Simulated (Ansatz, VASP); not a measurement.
## K3W: VASP beside Ansatz

File INCAR:

```
ALGO     = Fast           # electronic algorithm
EDIFF    = 1E-6           # SCF threshold, eV
EDIFFG   = -0.01          # ionic threshold
ENCUT    = 600            # plane-wave cutoff, eV
GGA      = PE             # functional
IBRION   = 2              # ionic algorithm
ISIF     = 3              # what is computed and relaxed
ISMEAR   = 0              # smearing method
LASPH    = T              # aspherical terms in the spheres
LCHARG   = F              # write CHGCAR
LREAL    = F              # projectors in reciprocal space
LWAVE    = F              # write WAVECAR
NELM     = 80             # most SCF steps
NSW      = 100            # ionic steps
PREC     = Accurate       # precision mode
SIGMA    = 0.1            # smearing width, eV
```

The input KPOINTS:

```
k-points
0
Gamma
  8 8 8
```

The input POSCAR:

```
K3W
1.0
    5.4420730490      0.0000000000      0.0000000000
    0.0000000000      5.4420730490      0.0000000000
    0.0000000000      0.0000000000      5.4420730490
K W
3 1
Direct
    0.0000000000      0.5000000000      0.5000000000
    0.5000000000      0.0000000000      0.5000000000
    0.5000000000      0.5000000000      0.0000000000
    0.0000000000      0.0000000000      0.0000000000
```

Input for Ansatz:

```yaml
crystal:
  lattice:
    - [5.442073049, 0.0, 0.0]
    - [0.0, 5.442073049, 0.0]
    - [0.0, 0.0, 5.442073049]
  atoms:
    - { symbol: K, position: [0.0, 0.5, 0.5] }
    - { symbol: K, position: [0.5, 0.0, 0.5] }
    - { symbol: K, position: [0.5, 0.5, 0.0] }
    - { symbol: W, position: [0.0, 0.0, 0.0] }
basis:
  ecutwfc: 420
kpoints:
  mp_grid: { grid: [8, 8, 8] }
hamiltonian:
  xc: pbe
scf:
  occupations: { method: gaussian, width: 0.1 }
output:
  forces: true
  stress: true
  eigenvalues: true
  write_density: true
  write_potential: true
  elf: true
  volumetric_format: npy
relax:
  adjacent_minimum: "off"
  f_tol: 0.01
  max_steps: 80
  cell: { stress_tol: 0.05 }
```

Alike in both runs: task relaxation of cell and atoms; functional PBE; k mesh 8 × 8 × 8; occupations gaussian, width 0.1 eV; no spin polarisation.

|  | VASP | Ansatz |
| --- | --- | --- |
| version | VASP 6.6.1 | Ansatz 0.2.0 |
| potentials or method | VASP PAW PBE potentials, release 64 (K_sv, W_sv), cutoff 600 eV | scalar-relativistic, plane waves, PAW |
| valence electrons in the cell | 41 | 41 |

VASP gave:

* gap on the k mesh at the Fermi level, each at its own relaxed structure (eV): none
* relaxed volume (Å³/atom): 40.76
* relaxed cell length with the largest relative difference (Å): 5.463

Question: What did Ansatz give for the same quantities?

Answer: gap on the k mesh at the Fermi level, each at its own relaxed structure (eV): none; relaxed volume (Å³/atom): 40.68; relaxed cell length with the largest relative difference (Å): 5.459.

A gap of «none» marks a metal or a gap that the smearing closes.

Spin-orbit coupling is off throughout.
